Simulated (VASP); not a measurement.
A run of VASP 6.6.1 is set up as follows.

INCAR

```
PREC = Accurate
ENCUT = 520
EDIFF = 1E-6
ISMEAR = 0
SIGMA = 0.1
LREAL = F
LASPH = T
NELM = 100
ALGO = Normal
ISIF = 2
LWAVE = F
LCHARG = F
GGA = PE
NBANDS = 31
```

KPOINTS

```
Automatic mesh
0
Gamma
  8 8 8
```

POSCAR

```
Ag3IO
1.0
    5.3596900520      0.0000000000      0.0000000000
    0.0000000000      5.3596900520      0.0000000000
    0.0000000000      0.0000000000      5.3596900520
Ag I O
3 1 1
Direct
    0.5000000000      0.0000000000      0.0000000000
    0.0000000000      0.5000000000      0.0000000000
    0.0000000000      0.0000000000      0.5000000000
    0.0000000000      0.0000000000      0.0000000000
    0.5000000000      0.5000000000      0.5000000000
```

Potentials or basis: VASP PAW PBE potentials, release 64 (Ag, I, O).

Run with:

```sh
$ cat potpaw_PBE.64/Ag/POTCAR potpaw_PBE.64/I/POTCAR potpaw_PBE.64/O/POTCAR > POTCAR
$ mpirun -np 1 vasp_std > vasp.out
```

(1) Estimate the band gap on the k mesh.

(2) Predict the pressure.

Answers

(1) zero (bands 23 and 24 overlap by 0.12 eV).

(2) -0.1 GPa.

Caveat: spin-orbit coupling is left out, which moves the levels of the heavy elements.
